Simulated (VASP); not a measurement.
# Li2S (Fm-3m) in VASP: single point with HSE06

Aim: the single point of Li2S with HSE06.

Everything below comes from runs of VASP 6.6.1. Logs are shortened: lines on timing, memory, paths and dates and some standing lists are left out, and cuts for length are marked.

**1. The cell of the first run**

The structure is cubic, space group Fm-3m (No. 225). The conventional cell has a = 5.657 Å, b = 5.657 Å, c = 5.657 Å, α = 90.00°, β = 90.00°, γ = 90.00°. S (site symmetry m-3m) has 8 Li at 2.45 Å within 3.2 Å. Li (site symmetry -43m) has 4 S at 2.45 Å and 6 Li at 2.83 Å within 3.2 Å.

**2. Single point, HSE06**

Contents of POSCAR:

```
Li2S
1.0
    0.0000000000      2.8284770000      2.8284770000
    2.8284770000      0.0000000000      2.8284770000
    2.8284770000      2.8284770000      0.0000000000
S Li
1 2
Direct
    0.0000000000      0.0000000000      0.0000000000
    0.2500000000      0.2500000000      0.2500000000
    0.7500000000      0.7500000000      0.7500000000
```

Contents of INCAR.step1:

```
ALGO     = Normal         # electronic algorithm
EDIFF    = 1E-5           # SCF threshold, eV
ENCUT    = 650            # plane-wave cutoff, eV
GGA      = PE             # functional
GGA_COMPAT= False        
ISIF     = 2              # what is computed and relaxed
ISMEAR   = -1             # smearing method
LASPH    = True           # aspherical terms in the spheres
LREAL    = False          # projectors in reciprocal space
LWAVE    = True           # write WAVECAR
NBANDS   = 13             # bands
NELM     = 120            # most SCF steps
PREC     = Accurate       # precision mode
SIGMA    = 0.05           # smearing width, eV
```

Contents of INCAR.step2:

```
ALGO     = Normal         # electronic algorithm
EDIFF    = 1E-6           # SCF threshold, eV
ENCUT    = 650            # plane-wave cutoff, eV
GGA      = PE             # functional
GGA_COMPAT= False        
HFSCREEN = 0.2079         # screening, 1/A
ISIF     = 2              # what is computed and relaxed
ISMEAR   = -1             # smearing method
ISTART   = 1            
LASPH    = True           # aspherical terms in the spheres
LCHARG   = True           # write CHGCAR
LELF     = True           # ELF
LHFCALC  = True           # exact exchange
LREAL    = False          # projectors in reciprocal space
LVHAR    = True         
LWAVE    = False          # write WAVECAR
NBANDS   = 13             # bands
NELM     = 120            # most SCF steps
PREC     = Accurate       # precision mode
PRECFOCK = Normal       
SIGMA    = 0.05           # smearing width, eV
```

Contents of KPOINTS:

```
k-points
0
Gamma
  7 7 7
```

Potentials or basis: VASP PAW PBE potentials, release 64 (S, Li_sv).

Started as:

```sh
$ cat potpaw_PBE.64/S/POTCAR potpaw_PBE.64/Li_sv/POTCAR > POTCAR
$ cp INCAR.step1 INCAR
$ mpirun -np 1 vasp_std > vasp.out
$ cp INCAR.step2 INCAR
$ mpirun -np 1 vasp_std > vasp.out
```

OUTCAR:

```text
EDIFF = 1E-6
   ENCUT = 650
   GGA = PE
   HFSCREEN = 0.2079
   ISIF = 2
   ISMEAR = -1
   ISTART = 1
   LASPH = True
   LHFCALC = True
   LREAL = False
   NELM = 120
   PREC = Accurate
   PRECFOCK = Normal

 ion  position               nearest neighbor table
   1  0.000  0.000  0.000-   3 2.45   3 2.45   3 2.45   2 2.45   3 2.45   2 2.45   2 2.45   2 2.45

   2  0.250  0.250  0.250-   1 2.45   1 2.45   1 2.45   1 2.45
   3  0.750  0.750  0.750-   1 2.45   1 2.45   1 2.45   1 2.45

  LATTYP: Found a face centered cubic cell.
 ALAT       =     5.6569540000

  Lattice vectors:

 A1 = (   0.0000000000,   2.8284770000,   2.8284770000)
 A2 = (   2.8284770000,   0.0000000000,   2.8284770000)
 A3 = (   2.8284770000,   2.8284770000,   0.0000000000)

Analysis of symmetry for initial positions (statically):
=====================================================================
 Subroutine PRICEL returns:
 Original cell was already a primitive cell.

 Routine SETGRP: Setting up the symmetry group for a
 face centered cubic supercell.

 Subroutine GETGRP returns: Found 48 space group operations
 (whereof 48 operations were pure point group operations)
 out of a pool of 48 trial point group operations.

The static configuration has the point symmetry O_h .

Analysis of symmetry for dynamics (positions and initial velocities):
=====================================================================
 Subroutine PRICEL returns:
 Original cell was already a primitive cell.

 Routine SETGRP: Setting up the symmetry group for a
 face centered cubic supercell.

 Subroutine GETGRP returns: Found 48 space group operations
 (whereof 48 operations were pure point group operations)
 out of a pool of 48 trial point group operations.

The dynamic configuration has the point symmetry O_h .

 Subroutine INISYM returns: Found 48 space group operations
 (whereof 48 operations are pure point group operations),
 and found     1 'primitive' translations

----------------------------------------------------------------------------------------

                                     Primitive cell

  volume of cell :      45.2572

  direct lattice vectors                    reciprocal lattice vectors
     0.000000000  2.828477000  2.828477000    -0.176773578  0.176773578  0.176773578
     2.828477000  0.000000000  2.828477000     0.176773578 -0.176773578  0.176773578
     2.828477000  2.828477000  0.000000000     0.176773578  0.176773578 -0.176773578

  length of vectors
[... 99 lines left out ...]
     AMIX_MAG =   1.60;   BMIX_MAG =  1.00
  volume/ion in A,a.u.               =      15.09       101.80
  Fermi-wavevector in a.u.,A,eV,Ry     =   1.051734  1.987489 15.050009  1.106144
  Thomas-Fermi vector in A             =   2.186789
   LORBIT       =      0    0 simple, 1 ext, 2 COOP (PROOUT), +10 PAW based schemes
   GGA     = PE    functional components
   LHFCALC =     T    Hartree Fock is set to
   PRECFOCK=normal    Normal, Fast or Accurate (Low or Medium for compatibility)
   ENCUT4O =  -1.0   cutoff for four orbital integrals eV
   NKREDX  =     1    reduce k-point grid by
   NKREDY  =     1    reduce k-point grid by
   NKREDZ  =     1    reduce k-point grid by
   AEXX    =    0.2500 exact exchange contribution
   HFSCREEN=    0.2079 screening length (either q_TF or 0.3 A-1)
   HFSCREENC=   0.2079 screening length for correlation (either q_TF or 0.3 A-1)
   ENCUTFOCK=  -1.0 apply spherical cutoff to Coloumb kernel
   IVDW    =     0    specifies the selected vdW correction
   LEPSILON=     F    determine dielectric tensor
   LRPA    =     F    only Hartree local field effects (RPA)
 non-spin polarized calculation
  energy-cutoff  :      650.00
  volume of cell :       45.26
 maximum number of plane-waves:      1721
 NGX is ok and might be reduce to    36
  NGX = 28; NGY = 28; NGZ = 28

 number of electron      11.9999996 magnetization

 Free energy of the ion-electron system (eV)
  ---------------------------------------------------
  ext. energy  EPLUGINS =         0.00000000
  ---------------------------------------------------
  free energy    TOTEN  =       -13.51736840 eV

  energy without entropy =      -13.51736840  energy(sigma->0) =      -13.51736840

 E-fermi :   1.8764     XC(G=0):  -7.1739

 val. band max:        0.8810873739   @ k =   0.0000   0.0000   0.0000
 cond. band min:       5.3600991178   @ k =   0.4286   0.4286   0.0000
 fundamental gap:      4.4790117439
 Fermi energy:         1.8764478443

 k-point     1 :       0.0000    0.0000    0.0000
  band No.  band energies     occupation
      1     -46.2289      2.00000
      2     -46.1811      2.00000
      3     -11.3622      2.00000
      4       0.8811      2.00000
      5       0.8811      2.00000
      6       0.8811      2.00000
      7       6.3243      0.00000
      8       8.2817      0.00000
      9       8.2817      0.00000
     10       8.2817      0.00000
     11      13.4564      0.00000
     12      13.4564      0.00000
     13      14.7306      0.00000
[... 290 lines left out ...]
  band No.  band energies     occupation
      1     -46.2044      2.00000
      2     -46.2024      2.00000
      3     -10.6951      2.00000
      4      -1.4257      2.00000
      5      -1.2189      2.00000
      6      -0.6148      2.00000
      7       7.2222      0.00000
      8       9.6612      0.00000
      9      11.0552      0.00000
     10      11.6228      0.00000
     11      13.4254      0.00000
     12      13.6099      0.00000
     13      16.1696      0.00000

------------------------ aborting loop because EDIFF is reached ----------------------------------------

  FORCE on cell =-STRESS in cart. coord.  units (eV):
  Direction    XX          YY          ZZ          XY          YZ          ZX
  --------------------------------------------------------------------------------------
  -------------------------------------------------------------------------------------
  Total        0.0466759      0.0466759      0.0466759     -0.0000000      0.0000000      0.0000000
  in kB        1.6524012      1.6524012      1.6524012     -0.0000000      0.0000000      0.0000000
  external PRESSURE =       1.6524012 kB  Pullay stress =       0.0000000 kB

 VOLUME and BASIS-vectors are now :
 -----------------------------------------------------------------------------
  energy-cutoff  :      650.00
  volume of cell :       45.26
      direct lattice vectors                 reciprocal lattice vectors
     0.000000000  2.828477000  2.828477000    -0.176773578  0.176773578  0.176773578
     2.828477000  0.000000000  2.828477000     0.176773578 -0.176773578  0.176773578
     2.828477000  2.828477000  0.000000000     0.176773578  0.176773578 -0.176773578

 POSITION                                       TOTAL-FORCE (eV/Angst)
 -----------------------------------------------------------------------------------
      0.00000      0.00000      0.00000         0.000000      0.000000     -0.000000
      1.41424      1.41424      1.41424        -0.000000      0.000000     -0.000000
      4.24272      4.24272      4.24272         0.000000     -0.000000      0.000000
 -----------------------------------------------------------------------------------
    total drift:                                0.000000     -0.000000      0.000000

  FREE ENERGIE OF THE ION-ELECTRON SYSTEM (eV)
  ---------------------------------------------------
  free  energy   TOTEN  =       -13.5173683994 eV

  energy  without entropy=      -13.5173683993  energy(sigma->0) =      -13.51736840
```

Wall time 72 min (1 thread of Intel Xeon Platinum 8175M at 2.50GHz (Skylake/Cascade Lake), shared host); peak memory 0.34 GiB.

What came out:

| Item | Value |
| --- | --- |
| Free energy | -13.5174 eV |
| Pressure | 0.2 GPa |
| Band gap on the k mesh | 4.48 eV (least direct gap 5.44 eV) |

Levels at points of the mesh, in eV from the valence-band top:
```
           k point  band 4  band 5  band 6  band 7  band 8  band 9
(0.00, 0.00, 0.00)    0.00    0.00    0.00    5.44    7.40    7.40
```

Caveat: the PAW data sets were made with another functional, which shifts forces and pressure a little; an odd mesh through Γ misses points on the zone boundary, where band edges can lie.
